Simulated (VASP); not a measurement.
# Ag (Pm-3m) in VASP: a series of runs

Ag is run at these levels: r2SCAN; tasks: single point, relaxation of cell and atoms.

Program: VASP 6.6.1. These are calculated values, not measurements. Logs are shortened: lines on timing, memory, paths and dates and some standing lists are left out, and cuts for length are marked.

## Step 1: The cell of the first run

Symmetry: Pm-3m, No. 221, cubic system. Conventional cell: a = 2.715 Å, b = 2.715 Å, c = 2.715 Å, α = 90.00°, β = 90.00°, γ = 90.00°. Within 3.6 Å of Ag (site symmetry m-3m) lie 6 Ag at 2.71 Å.

This isn't the form of Ag at room conditions, which is fcc.

## Step 2: Single point, r2SCAN

POSCAR reads:

```
Ag
1.0
    2.7146690831      0.0000000000      0.0000000000
    0.0000000000      2.7146690831      0.0000000000
    0.0000000000      0.0000000000      2.7146690831
Ag
1
Direct
    0.0000000000      0.0000000000      0.0000000000
```

INCAR.step1 reads:

```
  PREC = Accurate
  ENCUT = 520
  ISMEAR = 0
  SIGMA = 0.1
  LREAL = F
  LASPH = T
  NELM = 60
  NBANDS = 12
  GGA = PE
  ALGO = Normal
  EDIFF = 1E-4
  LWAVE = T
  LCHARG = F
```

INCAR.step2 reads:

```
  PREC = Accurate
  ENCUT = 520
  EDIFF = 1E-6
  ISMEAR = 0
  SIGMA = 0.1
  LREAL = F
  LASPH = T
  NELM = 60
  ALGO = Normal
  ISIF = 2
  LWAVE = F
  LCHARG = F
  METAGGA = R2SCAN
  LMIXTAU = T
  NBANDS = 12
  ISTART = 1
```

KPOINTS reads:

```
regular mesh
0
Gamma
  20 20 20
```

Potentials or basis: VASP PAW PBE potentials, release 64 (Ag).

Started as:

```console
cat potpaw_PBE.64/Ag/POTCAR > POTCAR
cp INCAR.step1 INCAR
mpirun -np 1 vasp_std > vasp.out
cp INCAR.step2 INCAR
mpirun -np 1 vasp_std > vasp.out
```

OUTCAR:

```text
PREC = Accurate
   ENCUT = 520
   EDIFF = 1E-6
   ISMEAR = 0
   LREAL = F
   LASPH = T
   NELM = 60
   ISIF = 2
   METAGGA = R2SCAN
   ISTART = 1

 ion  position               nearest neighbor table
   1  0.000  0.000  0.000-

  LATTYP: Found a simple cubic cell.
 ALAT       =     2.7146690831

  Lattice vectors:

 A1 = (   2.7146690831,   0.0000000000,   0.0000000000)
 A2 = (   0.0000000000,   2.7146690831,   0.0000000000)
 A3 = (   0.0000000000,   0.0000000000,   2.7146690831)

Analysis of symmetry for initial positions (statically):
=====================================================================
 Subroutine PRICEL returns:
 Original cell was already a primitive cell.

 Routine SETGRP: Setting up the symmetry group for a
 simple cubic supercell.

 Subroutine GETGRP returns: Found 48 space group operations
 (whereof 48 operations were pure point group operations)
 out of a pool of 48 trial point group operations.

The static configuration has the point symmetry O_h .

Analysis of symmetry for dynamics (positions and initial velocities):
=====================================================================
 Subroutine PRICEL returns:
 Original cell was already a primitive cell.

 Routine SETGRP: Setting up the symmetry group for a
 simple cubic supercell.

 Subroutine GETGRP returns: Found 48 space group operations
 (whereof 48 operations were pure point group operations)
 out of a pool of 48 trial point group operations.

The dynamic configuration has the point symmetry O_h .

 Subroutine INISYM returns: Found 48 space group operations
 (whereof 48 operations are pure point group operations),
 and found     1 'primitive' translations

----------------------------------------------------------------------------------------

                                     Primitive cell

  volume of cell :      20.0056

  direct lattice vectors                    reciprocal lattice vectors
     2.714669083  0.000000000  0.000000000     0.368369024  0.000000000  0.000000000
     0.000000000  2.714669083  0.000000000     0.000000000  0.368369024  0.000000000
     0.000000000  0.000000000  2.714669083     0.000000000  0.000000000  0.368369024

  length of vectors
     2.714669083  2.714669083  2.714669083     0.368369024  0.368369024  0.368369024

  position of ions in fractional coordinates (direct lattice)
     0.000000000  0.000000000  0.000000000

  ion indices of the primitive-cell ions
   primitive index   ion index
                 1           1

----------------------------------------------------------------------------------------

 KPOINTS: regular mesh

Automatic generation of k-mesh.
 Grid dimensions read from file:
 generate k-points for:   20   20   20

 Generating k-lattice:

  Cartesian coordinates                     Fractional coordinates (reciprocal lattice)
     0.018418451  0.000000000  0.000000000     0.050000000  0.000000000  0.000000000
     0.000000000  0.018418451  0.000000000     0.000000000  0.050000000  0.000000000
     0.000000000  0.000000000  0.018418451     0.000000000  0.000000000  0.050000000

  Length of vectors
     0.018418451  0.018418451  0.018418451

  Shift w.r.t. Gamma in fractional coordinates (k-lattice)
     0.000000000  0.000000000  0.000000000

 Subroutine IBZKPT returns following result:
 ===========================================

 Found    286 irreducible k-points:

 Following reciprocal coordinates:
            Coordinates               Weight
  0.000000  0.000000  0.000000      1.000000
  0.050000  0.000000  0.000000      6.000000
  0.100000  0.000000  0.000000      6.000000
  0.150000  0.000000  0.000000      6.000000
  0.200000  0.000000  0.000000      6.000000
  0.250000  0.000000  0.000000      6.000000
[... 16 lines left out ...]
  0.150000  0.100000  0.000000     24.000000
  0.200000  0.100000  0.000000     24.000000
 [... further k-points ...]
   k-points           NKPTS =    286   k-points in BZ     NKDIM =    286   number of bands    NBANDS=     12
   number of dos      NEDOS =    301   number of ions     NIONS =      1
   total plane-waves  NPLWV =   8000
   dimension x,y,z NGX =    20 NGY =   20 NGZ =   20
   dimension x,y,z NGXF=    40 NGYF=   40 NGZF=   40
   ions per type =               1
   NGX,Y,Z   is equivalent  to a cutoff of  12.25, 12.25, 12.25 a.u.
   NGXF,Y,Z  is equivalent  to a cutoff of  24.50, 24.50, 24.50 a.u.
 SYSTEM =  unknown system
   PREC   = accura    normal or accurate (medium, high low for compatibility)
   ISTART =      1    job   : 0-new  1-cont  2-samecut
   ICHARG =      0    charge: 1-file 2-atom 10-const
   ISPIN  =      1    spin polarized calculation?
   LNONCOLLINEAR =      F non collinear calculations
   LSORBIT =      F    spin-orbit coupling
   LASPH  =      T    aspherical Exc in radial PAW
   ENCUT  =  520.0 eV  38.22 Ry    6.18 a.u.   5.05  5.05  5.05*2*pi/ulx,y,z
   NELM   =     60;   NELMIN=  2; NELMDL=  0     # of ELM steps
   EDIFF  = 0.1E-05   stopping-criterion for ELM
   LREAL  =      F    real-space projection
   EDIFFG = 0.1E-04   stopping-criterion for IOM
   NSW    =      0    number of steps for IOM
   IBRION =     -1    ionic relax: 0-MD 1-quasi-New 2-CG
   NFREE  =      0    steps in history (QN), initial steepest desc. (CG)
   ISIF   =      2    stress and relaxation
   ISYM   =      2    0-nonsym 1-usesym 2-fastsym
   POTIM  = 0.5000    time-step for ionic-motion
   TEBEG  =    0.0;   TEEND  =   0.0 temperature during run
   PSTRESS=    0.0 pullay stress
   NELECT =      11.0000    total number of electrons
   NUPDOWN=      -1.0000    fix difference up-down
   EMIN   =  10.00;   EMAX   =-10.00  energy-range for DOS
   EFERMI =   0.00;   METHOD = LEGACY
   ISMEAR =     0;   SIGMA  =   0.10  broadening in eV -4-tet -1-fermi 0-gaus
   EFERMI_NEDOS =   21; number of points for ismear=-14 and -15
   IALGO  =     38    algorithm
   IMIX   =      4    mixing-type and parameters
     AMIX     =   0.40;   BMIX     =  1.00
     AMIX_MAG =   1.60;   BMIX_MAG =  1.00
  volume/ion in A,a.u.               =      20.01       135.00
  Fermi-wavevector in a.u.,A,eV,Ry     =   1.341185  2.534473 24.473866  1.798778
  Thomas-Fermi vector in A             =   2.469439
   LORBIT       =      0    0 simple, 1 ext, 2 COOP (PROOUT), +10 PAW based schemes
   METAGGA = R2SCAN    functional components
   LHFCALC =     F    Hartree Fock is set to
   AEXX    =    0.0000 exact exchange contribution
   IVDW    =     0    specifies the selected vdW correction
   LEPSILON=     F    determine dielectric tensor
   LRPA    =     F    only Hartree local field effects (RPA)
 non-spin polarized calculation
 Gauss-broadening in eV      SIGMA  =   0.10
  energy-cutoff  :      520.00
  volume of cell :       20.01
 maximum number of plane-waves:       554
   NGX = 11   NGY = 11   NGZ = 11

 number of electron      10.9999996 magnetization

 Free energy of the ion-electron system (eV)
  ---------------------------------------------------
  ext. energy  EPLUGINS =         0.00000000
  ---------------------------------------------------
  free energy    TOTEN  =       -21.01868835 eV

  energy without entropy =      -21.01734397  energy(sigma->0) =      -21.01801616

 E-fermi :   6.4100     XC(G=0): -11.8038

 val. band max:        6.3974493408   @ k =   0.5000   0.1000   0.0500
 cond. band min:       6.4190405994   @ k =   0.4500   0.1500   0.1000
 fundamental gap:      0.0215912587
 Fermi energy:         6.4099741718

 k-point     1 :       0.0000    0.0000    0.0000
  band No.  band energies     occupation
      1      -0.3715      2.00000
      2       0.1097      2.00000
      3       0.1097      2.00000
      4       3.2538      2.00000
      5       3.2538      2.00000
      6       3.2538      2.00000
      7      21.0590      0.00000
      8      21.0590      0.00000
      9      21.0590      0.00000
     10      26.3987      0.00000
     11      26.3987      0.00000
     12      26.9665      0.00000

 k-point     2 :       0.0500    0.0000    0.0000
  band No.  band energies     occupation
      1      -0.3131      2.00000
      2       0.1172      2.00000
      3       0.1502      2.00000
      4       3.2259      2.00000
      5       3.2259      2.00000
      6       3.2560      2.00000
      7      20.4317      0.00000
      8      21.1487      0.00000
      9      21.1487      0.00000
     10      26.3438      0.00000
     11      26.6204      0.00000
     12      27.4530      0.00000

 k-point     3 :       0.1000    0.0000    0.0000
  band No.  band energies     occupation
      1      -0.1618      2.00000
      2       0.1389      2.00000
      3       0.2929      2.00000
      4       3.1461      2.00000
      5       3.1461      2.00000
      6       3.2627      2.00000
      7      19.0647      0.00000
      8      21.4135      0.00000
      9      21.4135      0.00000
     10      26.1838      0.00000
     11      26.6971      0.00000
     12      28.9814      0.00000

 k-point     4 :       0.1500    0.0000    0.0000
  band No.  band energies     occupation
      1       0.0150      2.00000
      2       0.1730      2.00000
      3       0.5964      2.00000
      4       3.0242      2.00000
      5       3.0242      2.00000
      6       3.2730      2.00000
      7      17.4825      0.00000
      8      21.8408      0.00000
      9      21.8408      0.00000
     10      25.9341      0.00000
     11      26.7125      0.00000
     12      30.9278      0.00000

 k-point     5 :       0.2000    0.0000    0.0000
  band No.  band energies     occupation
      1       0.1780      2.00000
      2       0.2164      2.00000
      3       1.0859      2.00000
      4       2.8748      2.00000
      5       2.8748      2.00000
      6       3.2860      2.00000
      7      15.8671      0.00000
      8      22.4116      0.00000
      9      22.4116      0.00000
     10      25.6194      0.00000
     11      26.7032      0.00000
     12      33.0461      0.00000
[... 228 lines left out ...]
      1       0.4557      2.00000
      2       0.8664      2.00000
      3       2.1379      2.00000
      4       2.2302      2.00000
      5       3.3228      2.00000
      6       5.9499      2.00000
      7       8.1749      0.00000
      8      24.0537      0.00000
      9      25.9606      0.00000
     10      26.0193      0.00000
     11      26.6725      0.00000
     12      30.4466      0.00000

 k-point    22 :       0.1000    0.1000    0.0000
  band No.  band energies     occupation
      1       0.0361      2.00000
      2       0.2927      2.00000
      3       0.3563      2.00000
      4       3.0417      2.00000
      5       3.1425      2.00000
      6       3.1696      2.00000
      7      19.3173      0.00000
      8      19.3936      0.00000
      9      21.7682      0.00000
     10      26.2911      0.00000
     11      28.3807      0.00000
     12      29.3709      0.00000

 k-point    23 :       0.1500    0.1000    0.0000
  band No.  band energies     occupation
      1       0.1562      2.00000
      2       0.3812      2.00000
      3       0.6500      2.00000
      4       2.9285      2.00000
      5       3.0328      2.00000
      6       3.1701      2.00000
      7      17.7528      0.00000
      8      19.7067      0.00000
      9      22.1958      0.00000
     10      26.1686      0.00000
     11      28.6733      0.00000
     12      30.8359      0.00000

 k-point    24 :       0.2000    0.1000    0.0000
  band No.  band energies     occupation
      1       0.2495      2.00000
      2       0.4671      2.00000
      3       1.1363      2.00000
      4       2.8060      2.00000
      5       2.8857      2.00000
      6       3.1837      2.00000
      7      16.1271      0.00000
      8      20.1663      0.00000
      9      22.7674      0.00000
     10      25.9762      0.00000
     11      28.6143      0.00000
     12      32.1137      0.00000

 [... further k-points ...]

------------------------ aborting loop because EDIFF is reached ----------------------------------------

  FORCE on cell =-STRESS in cart. coord.  units (eV):
  Direction    XX          YY          ZZ          XY          YZ          ZX
  --------------------------------------------------------------------------------------
  -------------------------------------------------------------------------------------
  Total        0.0197743      0.0197743      0.0197743     -0.0000000     -0.0000000     -0.0000000
  in kB        1.5836536      1.5836536      1.5836536     -0.0000000     -0.0000000     -0.0000000
  external PRESSURE =       1.5836536 kB  Pullay stress =       0.0000000 kB

 VOLUME and BASIS-vectors are now :
 -----------------------------------------------------------------------------
  energy-cutoff  :      520.00
  volume of cell :       20.01
      direct lattice vectors                 reciprocal lattice vectors
     2.714669083  0.000000000  0.000000000     0.368369024  0.000000000  0.000000000
     0.000000000  2.714669083  0.000000000     0.000000000  0.368369024  0.000000000
     0.000000000  0.000000000  2.714669083     0.000000000  0.000000000  0.368369024

 POSITION                                       TOTAL-FORCE (eV/Angst)
 -----------------------------------------------------------------------------------
      0.00000      0.00000      0.00000         0.000000      0.000000      0.000000
 -----------------------------------------------------------------------------------
    total drift:                               -0.000000      0.000000      0.000000

  FREE ENERGIE OF THE ION-ELECTRON SYSTEM (eV)
  ---------------------------------------------------
  free  energy   TOTEN  =       -21.0186883546 eV

  energy  without entropy=      -21.0173439662  energy(sigma->0) =      -21.01801616
```

It took 3 min on 1 thread of Intel Xeon 8259CL, shared host; peak memory 0.18 GiB.

Results:

* Free energy: -21.0187 eV
* Pressure: 0.2 GPa
* Band gap on the k mesh: zero (an odd number of electrons rules out a gap without spin polarisation)

Levels at points of the mesh, in eV from the Fermi level:
| k point | band 1 | band 2 | band 3 | band 4 | band 5 | band 6 | band 7 | band 8 | band 9 | band 10 |
| --- | --- | --- | --- | --- | --- | --- | --- | --- | --- | --- |
| (0.00, 0.00, 0.00) | -6.78 | -6.30 | -6.30 | -3.16 | -3.16 | -3.16 | 14.65 | 14.65 | 14.65 | 19.99 |
| (0.50, 0.00, 0.00) | -5.98 | -5.59 | -4.18 | -4.18 | -3.06 | -0.58 | 1.75 | 17.77 | 19.82 | 20.15 |
| (0.50, 0.50, 0.00) | -6.28 | -5.46 | -4.00 | -4.00 | -2.31 | 4.03 | 4.03 | 7.92 | 9.93 | 22.44 |
| (0.50, 0.50, 0.50) | -5.73 | -5.73 | -5.73 | -2.25 | -2.25 | 8.95 | 8.95 | 8.95 | 10.60 | 14.85 |

Caveat: the PAW data sets were made with another functional, which shifts forces and pressure a little.

## Step 3: Relaxation of cell and atoms, r2SCAN

This run uses another cell than the first one, of 20.15 Å³/atom.

POSCAR reads:

```
Ag
1.0
    2.7211918719      0.0000000000      0.0000000000
    0.0000000000      2.7211918719      0.0000000000
    0.0000000000      0.0000000000      2.7211918719
Ag
1
Direct
    0.0000000000      0.0000000000      0.0000000000
```

INCAR.step1 reads:

```
PREC = Accurate
ENCUT = 600
ISMEAR = 0
SIGMA = 0.1
LREAL = False
LASPH = True
NELM = 60
GGA = PE
ALGO = Normal
EDIFF = 1E-4
LWAVE = True
LCHARG = False
```

INCAR.step2 reads:

```
PREC = Accurate
ENCUT = 600
EDIFF = 1E-6
ISMEAR = 0
SIGMA = 0.1
LREAL = False
LASPH = True
NELM = 60
ALGO = Normal
ISIF = 3
LWAVE = False
LCHARG = False
METAGGA = R2SCAN
LMIXTAU = True
IBRION = 2
NSW = 100
EDIFFG = -0.01
ISTART = 1
```

KPOINTS is that of step 2.

Potentials or basis: VASP PAW PBE potentials, release 64 (Ag).

Started as:

```console
cat potpaw_PBE.64/Ag/POTCAR > POTCAR
cp INCAR.step1 INCAR
mpirun -np 1 vasp_std > vasp.out
cp INCAR.step2 INCAR
mpirun -np 1 vasp_std > vasp.out
```

Wall time 6.8 min (1 thread of Intel Xeon 8259CL, shared host); peak memory 0.21 GiB.

The run converged. Its results:

| Item | Value |
| --- | --- |
| Free energy | -21.0186 eV |
| Relaxed volume | 20.04 Å³/atom |
| Relaxed cell | a = 2.716 Å, b = 2.716 Å, c = 2.716 Å, α = 90.00°, β = 90.00°, γ = 90.00° |
| Space group after relaxing (to 0.1 Å) | Pm-3m (No. 221) |
| Energy gained by relaxing | 0.1 meV/atom |
| Ionic steps | 3 |
| Pressure after relaxing | 0.0 GPa |
| Band gap on the k mesh | zero (an odd number of electrons rules out a gap without spin polarisation) |

The path:
```csv
step,energy change (eV),largest force (eV/Å),pressure (GPa),volume (Å³)
1,0.0000,0.0000,-0.41,20.15
2,-0.0001,0.0000,0.20,20.00
3,-0.0001,0.0000,0.01,20.04
```

Final structure:
```
Ag
1.0
     2.71633    0.00000    0.00000
     0.00000    2.71633    0.00000
     0.00000    0.00000    2.71633
Ag
1
Direct
  0.00000 0.00000 0.00000
```

Levels at points of the mesh, in eV from the Fermi level:
| k point | band 1 | band 2 | band 3 | band 4 | band 5 | band 6 | band 7 | band 8 | band 9 |
| --- | --- | --- | --- | --- | --- | --- | --- | --- | --- |
| (0.00, 0.00, 0.00) | -6.77 | -6.29 | -6.29 | -3.16 | -3.16 | -3.16 | 14.63 | 14.63 | 14.63 |
| (0.50, 0.00, 0.00) | -5.98 | -5.59 | -4.18 | -4.18 | -3.06 | -0.58 | 1.74 | 17.76 | 19.81 |
| (0.50, 0.50, 0.00) | -6.27 | -5.45 | -4.00 | -4.00 | -2.32 | 4.02 | 4.02 | 7.90 | 9.91 |
| (0.50, 0.50, 0.50) | -5.72 | -5.72 | -5.72 | -2.26 | -2.26 | 8.94 | 8.94 | 8.94 | 10.60 |

Caveat: the PAW data sets were made with another functional, which shifts forces and pressure a little.

The gap in the log of VASP goes by the Fermi energy; the results here count the filled bands.